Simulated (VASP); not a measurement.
Set up this calculation in VASP 6.6.1, as the native input.

| Quantity | Value |
| --- | --- |
| Task | density of states |
| Functional | BLYP |
| Potentials or basis | VASP PAW PBE potentials, release 64 (Cu, O) |
| Cutoff | 520 eV |
| k mesh | 5 × 5 × 3 |
| Occupations | fermi-dirac, width 0.05 eV |
| Spin | no spin polarisation |
| Dipole correction | no |
| k mesh for the DOS | 8 × 8 × 5 |
| Occupations for the DOS | tetrahedron |
| Further INCAR settings | ALGO = Normal; EDIFF = 1e-06 |

CuO:

```
Cu O
1.0
     1.99097   -2.15355    0.00000
     1.99097    2.15355    0.00000
     0.00000    0.00000    5.15593
Cu O
2 2
Direct
  0.50000 0.00000 0.00000
  0.00000 0.50000 0.50000
  0.50000 0.50000 0.25000
  0.50000 0.50000 0.75000
```

These files were run (other wordings do the same):

POSCAR

```
CuO
1.0
    1.9909680000     -2.1535500000      0.0000000000
    1.9909680000      2.1535500000      0.0000000000
    0.0000000000      0.0000000000      5.1559280000
Cu O
2 2
Direct
    0.5000000000      0.0000000000      0.0000000000
    0.0000000000      0.5000000000      0.5000000000
    0.5000000000      0.5000000000      0.2500000000
    0.5000000000      0.5000000000      0.7500000000
```

INCAR.step1

```
SYSTEM = CuO
  PREC = Accurate
  ENCUT = 520
  EDIFF = 1E-6
  ISMEAR = -1
  SIGMA = 0.05
  LREAL = .FALSE.
  LASPH = .TRUE.
  NELM = 80
  ALGO = Normal
  ISIF = 2
  LWAVE = .FALSE.
  LCHARG = .TRUE.
  LMAXMIX = 4
  GGA = B5
  ALDAX = 1.0
  AGGAX = 1.0
  AGGAC = 1.0
  ALDAC = 0.0
  NBANDS = 25
```

KPOINTS.step1

```
Automatic mesh
0
G
  5 5 3
  0 0 0
```

INCAR.step2

```
SYSTEM = CuO
  PREC = Accurate
  ENCUT = 520
  EDIFF = 1E-6
  ISMEAR = -5
  SIGMA = 0.05
  LREAL = .FALSE.
  LASPH = .TRUE.
  NELM = 80
  ALGO = Normal
  ISIF = 2
  LWAVE = .FALSE.
  LCHARG = .FALSE.
  LMAXMIX = 4
  GGA = B5
  ALDAX = 1.0
  AGGAX = 1.0
  AGGAC = 1.0
  ALDAC = 0.0
  LORBIT = 11
  NEDOS = 2001
  ICHARG = 11
```

KPOINTS.step2

```
Automatic mesh
0
G
  8 8 5
  0 0 0
```

Potentials or basis: VASP PAW PBE potentials, release 64 (Cu, O).

Command:

```console
$ cat potpaw_PBE.64/Cu/POTCAR potpaw_PBE.64/O/POTCAR > POTCAR
$ cp INCAR.step1 INCAR
$ cp KPOINTS.step1 KPOINTS
$ mpirun -np 1 vasp_std > vasp.out
$ cp INCAR.step2 INCAR
$ cp KPOINTS.step2 KPOINTS
$ mpirun -np 1 vasp_std > vasp.out
```

It gave:

The valence electrons inside the program's atomic spheres are Cu 9.92; O 4.97.

Caveat: the k points lie up to 0.43 Å⁻¹ apart; semilocal functionals often make such compounds metallic where correlation or magnetic order opens a gap, which also shifts bond lengths.

It took 52 s on 1 thread of AMD EPYC 9R45 96-Core Processor (Zen 5), with other jobs on the host, peak memory 0.15 GiB.
